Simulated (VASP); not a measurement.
# Tc (Fm-3m) in VASP: a series of runs

Tc is run at these levels: LDA, PBE, PBEsol; tasks: single point, relaxation of cell and atoms.

Program: VASP 6.6.1. These are calculated values, not measurements. Logs are shortened: lines on timing, memory, paths and dates and some standing lists are left out, and cuts for length are marked.

**1. The cell of the first run**

It takes space group Fm-3m (No. 225, cubic). Conventional cell: a = 3.900 Å, b = 3.900 Å, c = 3.900 Å, α = 90.00°, β = 90.00°, γ = 90.00°. Within 3.6 Å of Tc (site symmetry m-3m) lie 12 Tc at 2.76 Å.

**2. Single point, LDA, non-collinear spin, zero start, spin-orbit coupling**

File INCAR:

```
SYSTEM = Tc
PREC = Accurate
ENCUT = 520
EDIFF = 1E-6
ISMEAR = -1
SIGMA = 0.05
LREAL = .False.
LASPH = .True.
NELM = 150
ALGO = Normal
ISIF = 2
LWAVE = .False.
LCHARG = .False.
MAGMOM = 0 0 0
LORBIT = 11
LSORBIT = .True.
GGA_COMPAT = .False.
LORBMOM = .True.
LMAXMIX = 4
GGA = CA
NBANDS = 24
```

File KPOINTS:

```
Automatic mesh
0
Gamma
  9 9 9
  0 0 0
```

File POSCAR:

```
Tc
1.0
    0.0000000000      1.9500000000      1.9500000000
    1.9500000000      0.0000000000      1.9500000000
    1.9500000000      1.9500000000      0.0000000000
Tc
1
Direct
    0.0000000000      0.0000000000      0.0000000000
```

Potentials or basis: VASP PAW LDA potentials, release 64 (Tc_pv).

Command:

```console
cat potpaw_LDA.64/Tc_pv/POTCAR > POTCAR
mpirun -np 1 vasp_ncl > vasp.out
```

OUTCAR:

```text
SYSTEM = Tc
   PREC = Accurate
   ENCUT = 520
   EDIFF = 1E-6
   ISMEAR = -1
   LREAL = .False.
   LASPH = .True.
   NELM = 150
   ISIF = 2
   LORBIT = 11
   LSORBIT = .True.
   GGA = CA

 ion  position               nearest neighbor table
   1  0.000  0.000  0.000-

  LATTYP: Found a face centered cubic cell.
 ALAT       =     3.9000000000

  Lattice vectors:

 A1 = (   0.0000000000,   1.9500000000,   1.9500000000)
 A2 = (   1.9500000000,   0.0000000000,   1.9500000000)
 A3 = (   1.9500000000,   1.9500000000,   0.0000000000)

Analysis of symmetry for initial positions (statically):
=====================================================================
 Subroutine PRICEL returns:
 Original cell was already a primitive cell.

 Routine SETGRP: Setting up the symmetry group for a
 face centered cubic supercell.

 Subroutine GETGRP returns: Found 48 space group operations
 (whereof 48 operations were pure point group operations)
 out of a pool of 48 trial point group operations.

The static configuration has the point symmetry O_h .

Analysis of symmetry for dynamics (positions and initial velocities):
=====================================================================
 Subroutine PRICEL returns:
 Original cell was already a primitive cell.

 Routine SETGRP: Setting up the symmetry group for a
 face centered cubic supercell.

 Subroutine GETGRP returns: Found 48 space group operations
 (whereof 48 operations were pure point group operations)
 out of a pool of 48 trial point group operations.

The dynamic configuration has the point symmetry O_h .

Analysis of structural, dynamic, and magnetic symmetry:
=====================================================================
 Subroutine PRICEL returns:
 Original cell was already a primitive cell.

 Routine SETGRP: Setting up the symmetry group for a
 face centered cubic supercell.

 Subroutine GETGRP returns: Found 48 space group operations
 (whereof 48 operations were pure point group operations)
 out of a pool of 48 trial point group operations.

The overall configuration has the point symmetry O_h .

 Subroutine INISYM returns: Found 48 space group operations
 (whereof 48 operations are pure point group operations),
 and found     1 'primitive' translations

----------------------------------------------------------------------------------------

                                     Primitive cell

  volume of cell :      14.8297

  direct lattice vectors                    reciprocal lattice vectors
     0.000000000  1.950000000  1.950000000    -0.256410256  0.256410256  0.256410256
     1.950000000  0.000000000  1.950000000     0.256410256 -0.256410256  0.256410256
     1.950000000  1.950000000  0.000000000     0.256410256  0.256410256 -0.256410256

  length of vectors
     2.757716447  2.757716447  2.757716447     0.444115592  0.444115592  0.444115592

  position of ions in fractional coordinates (direct lattice)
     0.000000000  0.000000000  0.000000000

  ion indices of the primitive-cell ions
   primitive index   ion index
                 1           1

----------------------------------------------------------------------------------------

 KPOINTS: Automatic mesh

Automatic generation of k-mesh.
 Grid dimensions read from file:
 generate k-points for:    9    9    9

 Generating k-lattice:

  Cartesian coordinates                     Fractional coordinates (reciprocal lattice)
    -0.028490028  0.028490028  0.028490028     0.111111111  0.000000000  0.000000000
     0.028490028 -0.028490028  0.028490028     0.000000000  0.111111111  0.000000000
     0.028490028  0.028490028 -0.028490028     0.000000000  0.000000000  0.111111111

  Length of vectors
     0.049346177  0.049346177  0.049346177

  Shift w.r.t. Gamma in fractional coordinates (k-lattice)
     0.000000000  0.000000000  0.000000000

 Subroutine IBZKPT returns following result:
 ===========================================

 Found     35 irreducible k-points:

 Following reciprocal coordinates:
            Coordinates               Weight
  0.000000  0.000000  0.000000      1.000000
  0.111111  0.000000  0.000000      8.000000
  0.222222  0.000000  0.000000      8.000000
  0.333333  0.000000  0.000000      8.000000
  0.444444  0.000000  0.000000      8.000000
  0.111111  0.111111  0.000000      6.000000
[... 16 lines left out ...]
 -0.333333  0.333333  0.000000     12.000000
  0.444444  0.444444  0.000000      6.000000
 [... further k-points ...]
   k-points           NKPTS =     35   k-points in BZ     NKDIM =     35   number of bands    NBANDS=     24
   number of dos      NEDOS =    301   number of ions     NIONS =      1
   total plane-waves  NPLWV =  13824
   dimension x,y,z NGX =    24 NGY =   24 NGZ =   24
   dimension x,y,z NGXF=    48 NGYF=   48 NGZF=   48
   ions per type =               1
   NGX,Y,Z   is equivalent  to a cutoff of  14.47, 14.47, 14.47 a.u.
   NGXF,Y,Z  is equivalent  to a cutoff of  28.94, 28.94, 28.94 a.u.
 SYSTEM =  Tc
   PREC   = accura    normal or accurate (medium, high low for compatibility)
   ISTART =      0    job   : 0-new  1-cont  2-samecut
   ICHARG =      2    charge: 1-file 2-atom 10-const
   ISPIN  =      1    spin polarized calculation?
   LNONCOLLINEAR =      T non collinear calculations
   LSORBIT =      T    spin-orbit coupling
   LASPH  =      T    aspherical Exc in radial PAW
   ENCUT  =  520.0 eV  38.22 Ry    6.18 a.u.   5.13  5.13  5.13*2*pi/ulx,y,z
   NELM   =    150;   NELMIN=  2; NELMDL= -5     # of ELM steps
   EDIFF  = 0.1E-05   stopping-criterion for ELM
   LREAL  =      F    real-space projection
   EDIFFG = 0.1E-04   stopping-criterion for IOM
   NSW    =      0    number of steps for IOM
   IBRION =     -1    ionic relax: 0-MD 1-quasi-New 2-CG
   NFREE  =      0    steps in history (QN), initial steepest desc. (CG)
   ISIF   =      2    stress and relaxation
   ISYM   =      2    0-nonsym 1-usesym 2-fastsym
   POTIM  = 0.5000    time-step for ionic-motion
   TEBEG  =    0.0;   TEEND  =   0.0 temperature during run
   PSTRESS=    0.0 pullay stress
   NELECT =      13.0000    total number of electrons
   NUPDOWN=      -1.0000    fix difference up-down
   EMIN   =  10.00;   EMAX   =-10.00  energy-range for DOS
   EFERMI =   0.00;   METHOD = LEGACY
   ISMEAR =    -1;   SIGMA  =   0.05  broadening in eV -4-tet -1-fermi 0-gaus
   EFERMI_NEDOS =   21; number of points for ismear=-14 and -15
   IALGO  =     38    algorithm
   IMIX   =      4    mixing-type and parameters
     AMIX     =   0.40;   BMIX     =  1.00
     AMIX_MAG =   1.60;   BMIX_MAG =  1.00
  volume/ion in A,a.u.               =      14.83       100.08
  Fermi-wavevector in a.u.,A,eV,Ry     =   1.566792  2.960808 33.400086  2.454837
  Thomas-Fermi vector in A             =   2.669068
   LORBIT       =     11    0 simple, 1 ext, 2 COOP (PROOUT), +10 PAW based schemes
   GGA     = CA    functional components
   LHFCALC =     F    Hartree Fock is set to
   AEXX    =    0.0000 exact exchange contribution
   IVDW    =     0    specifies the selected vdW correction
   LEPSILON=     F    determine dielectric tensor
   LRPA    =     F    only Hartree local field effects (RPA)
  energy-cutoff  :      520.00
  volume of cell :       14.83
 maximum number of plane-waves:       822
 NGX is ok and might be reduce to    24
   NGX = 11   NGY = 11   NGZ = 11

 number of electron      13.0000001 magnetization       0.0000000     -0.0000000      0.0000000

 number of electron      13.0000001 magnetization       0.0000000     -0.0000000     -0.0000000

 number of electron      13.0000001 magnetization       0.0000000      0.0000000      0.0000000

 number of electron      13.0000001 magnetization      -0.0000000     -0.0000000     -0.0000000

 Free energy of the ion-electron system (eV)
  ---------------------------------------------------
  ext. energy  EPLUGINS =         0.00000000
  ---------------------------------------------------
  free energy    TOTEN  =       -11.68794164 eV

  energy without entropy =      -11.67464634  energy(sigma->0) =      -11.68129399

 E-fermi :  12.1331     XC(G=0): -13.8208

 val. band max:       11.9819424171   @ k =  -0.4444   0.1111   0.0000
 cond. band min:      12.1632126573   @ k =   0.2222   0.1111   0.0000
 fundamental gap:      0.1812702401
 Fermi energy:        12.1331499159

 k-point     1 :       0.0000    0.0000    0.0000
  band No.  band energies     occupation
      1     -28.0920      1.00000
      2     -28.0920      1.00000
      3     -25.1323      1.00000
      4     -25.1323      1.00000
      5     -25.1323      1.00000
      6     -25.1323      1.00000
[... 16 lines left out ...]
     23      31.5173      0.00000
     24      31.5173      0.00000

 k-point     2 :       0.1111    0.0000    0.0000
  band No.  band energies     occupation
      1     -28.1441      1.00000
      2     -28.1441      1.00000
      3     -25.2405      1.00000
      4     -25.2405      1.00000
      5     -25.1517      1.00000
      6     -25.1517      1.00000
[... 16 lines left out ...]
     23      32.3107      0.00000
     24      32.3146      0.00000

 k-point     3 :       0.2222    0.0000    0.0000
  band No.  band energies     occupation
      1     -28.2838      1.00000
      2     -28.2838      1.00000
      3     -25.4978      1.00000
      4     -25.4978      1.00000
      5     -25.2007      1.00000
      6     -25.2007      1.00000
[... 16 lines left out ...]
     23      34.6169      0.00000
     24      34.6208      0.00000
[... 514 lines left out ...]
 k-point    23 :      -0.3333    0.3333    0.0000
  band No.  band energies     occupation
      1     -28.6359      1.00000
      2     -28.6359      1.00000
      3     -25.9700      1.00000
      4     -25.9700      1.00000
      5     -25.5897      1.00000
      6     -25.5897      1.00000
[... 16 lines left out ...]
     23      30.5427      0.00000
     24      30.5427      0.00000

 k-point    24 :       0.4444    0.4444    0.0000
  band No.  band energies     occupation
      1     -28.6611      1.00000
      2     -28.6611      1.00000
      3     -25.9995      1.00000
      4     -25.9995      1.00000
      5     -25.5656      1.00000
      6     -25.5656      1.00000
[... 16 lines left out ...]
     23      26.4962      0.00000
     24      26.4962      0.00000

 [... further k-points ...]

------------------------ aborting loop because EDIFF is reached ----------------------------------------

  FORCE on cell =-STRESS in cart. coord.  units (eV):
  Direction    XX          YY          ZZ          XY          YZ          ZX
  --------------------------------------------------------------------------------------
  -------------------------------------------------------------------------------------
  Total       -1.8468956     -1.8468956     -1.8468956     -0.0000000     -0.0000000     -0.0000000
  in kB     -199.5350025   -199.5350025   -199.5350025     -0.0000000     -0.0000000     -0.0000000
  external PRESSURE =    -199.5350025 kB  Pullay stress =       0.0000000 kB

 VOLUME and BASIS-vectors are now :
 -----------------------------------------------------------------------------
  energy-cutoff  :      520.00
  volume of cell :       14.83
      direct lattice vectors                 reciprocal lattice vectors
     0.000000000  1.950000000  1.950000000    -0.256410256  0.256410256  0.256410256
     1.950000000  0.000000000  1.950000000     0.256410256 -0.256410256  0.256410256
     1.950000000  1.950000000  0.000000000     0.256410256  0.256410256 -0.256410256

 POSITION                                       TOTAL-FORCE (eV/Angst)
 -----------------------------------------------------------------------------------
      0.00000      0.00000      0.00000         0.000000      0.000000      0.000000
 -----------------------------------------------------------------------------------
    total drift:                                0.000000     -0.000000     -0.000000

  FREE ENERGIE OF THE ION-ELECTRON SYSTEM (eV)
  ---------------------------------------------------
  free  energy   TOTEN  =       -11.6879416404 eV

  energy  without entropy=      -11.6746463407  energy(sigma->0) =      -11.68129399

 orbital moment (x)

 # of ion     p       d       tot
 ----------------------------------------
  1         0.000  -0.000  -0.000
 ----------------------------------------
            0.000  -0.000  -0.000

 orbital moment (y)

 # of ion     p       d       tot
 ----------------------------------------
  1         0.000  -0.000  -0.000
 ----------------------------------------
            0.000  -0.000  -0.000

 orbital moment (z)

 # of ion     p       d       tot
 ----------------------------------------
  1         0.000   0.000   0.000
 ----------------------------------------
            0.000   0.000   0.000

 Spin-Orbit-Coupling matrix elements

 Ion:    1  E_soc:     -0.2018635
 l=   1
     0.0000000    -0.0270528    -0.0270528
    -0.0270528     0.0000000    -0.0270528
    -0.0270528    -0.0270528     0.0000000
 l=   2
     0.0000000    -0.0011950     0.0000000    -0.0011950    -0.0053962
    -0.0011950     0.0000000    -0.0040471    -0.0011950    -0.0013490
     0.0000000    -0.0040471     0.0000000    -0.0040471     0.0000000
    -0.0011950    -0.0011950    -0.0040471     0.0000000    -0.0013490
    -0.0053962    -0.0013490     0.0000000    -0.0013490     0.0000000
 l=   3
     0.0000000     0.0000000     0.0000000     0.0000000     0.0000000     0.0000000     0.0000000
     0.0000000     0.0000000     0.0000000     0.0000000     0.0000000     0.0000000     0.0000000
     0.0000000     0.0000000     0.0000000     0.0000000     0.0000000     0.0000000     0.0000000
     0.0000000     0.0000000     0.0000000     0.0000000     0.0000000     0.0000000     0.0000000
     0.0000000     0.0000000     0.0000000     0.0000000     0.0000000     0.0000000     0.0000000
     0.0000000     0.0000000     0.0000000     0.0000000     0.0000000     0.0000000     0.0000000
     0.0000000     0.0000000     0.0000000     0.0000000     0.0000000     0.0000000     0.0000000

 total charge

# of ion       s       p       d       tot
------------------------------------------
    1        0.463   6.470   5.068  12.001

 magnetization (x)

# of ion       s       p       d       tot
------------------------------------------
    1        0.000   0.000   0.000   0.000

 magnetization (y)

# of ion       s       p       d       tot
------------------------------------------
    1       -0.000   0.000  -0.000  -0.000

 magnetization (z)

# of ion       s       p       d       tot
------------------------------------------
    1        0.000   0.000   0.000   0.000
```

Wall time 11 s (1 thread of Intel Xeon 6975P-C (Granite Rapids), shared host); peak memory 0.17 GiB.

What came out:

* Free energy: -11.6879 eV
* Pressure: -20.0 GPa
* Net moment: 0.00 μB per cell
* Valence electrons inside the program's atomic spheres: Tc 12.00

Moments on the atoms (μB; x, y, z):
```
Tc  0.00 0.00 0.00
```

**3. Relaxation of cell and atoms, LDA, non-collinear spin, zero start, spin-orbit coupling**

File INCAR:

```
SYSTEM = Tc
  ALGO = Normal
  EDIFF = 1E-7
  EDIFFG = -0.01
  ENCUT = 600
  GGA = CA
  GGA_COMPAT = .FALSE.
  IBRION = 2
  ISIF = 3
  ISMEAR = -1
  LASPH = .TRUE.
  LCHARG = .FALSE.
  LMAXMIX = 4
  LNONCOLLINEAR = .TRUE.
  LORBIT = 11
  LORBMOM = .TRUE.
  LREAL = .FALSE.
  LSORBIT = .TRUE.
  LWAVE = .FALSE.
  MAGMOM = 0 0 0
  NELM = 150
  NSW = 80
  PREC = Accurate
  SIGMA = 0.05
```

File KPOINTS:

```
k-points
0
G
  9 9 9
  0 0 0
```

POSCAR is that of step 2.

Potentials or basis: VASP PAW LDA potentials, release 64 (Tc_pv).

Command:

```console
cat potpaw_LDA.64/Tc_pv/POTCAR > POTCAR
mpirun -np 1 vasp_ncl > vasp.out
```

Run time: 41 s. Hardware: 1 thread of Intel Xeon 6975P-C (Granite Rapids), shared host; peak memory 0.19 GiB.

It converged, with:

* Free energy: -11.7524 eV
* Relaxed volume: 13.85 Å³/atom
* Relaxed cell: a = 2.696 Å, b = 2.696 Å, c = 2.696 Å, α = 60.00°, β = 60.00°, γ = 60.00°
* Space group after relaxing (to 0.05 Å): Fm-3m (No. 225)
* Energy gained by relaxing: 64.2 meV/atom
* Ionic steps: 5
* Pressure after relaxing: 0.0 GPa
* Net moment: 0.00 μB per cell
* Valence electrons inside the program's atomic spheres: Tc 12.20

Step by step:
```csv
step,energy change (eV),largest force (eV/Å),pressure (GPa),volume (Å³)
1,0.0000,0.0000,-19.82,14.83
2,0.6941,0.0000,111.80,11.23
3,-0.0638,0.0000,-1.90,13.93
4,-0.0642,0.0000,-0.45,13.87
5,-0.0642,0.0000,-0.01,13.85
```

Final structure:
```
CELL_PARAMETERS angstrom
0.00000 1.90628 1.90628
1.90628 0.00000 1.90628
1.90628 1.90628 0.00000
ATOMIC_POSITIONS crystal
Tc 0.00000 0.00000 0.00000
```

Moments on the atoms (μB; x, y, z):
```
Tc  0.00 0.00 0.00
```

LDA usually gives volumes a few per cent too small. Zero-point motion and thermal expansion aren't in these numbers.

[end of part 1 of 3]
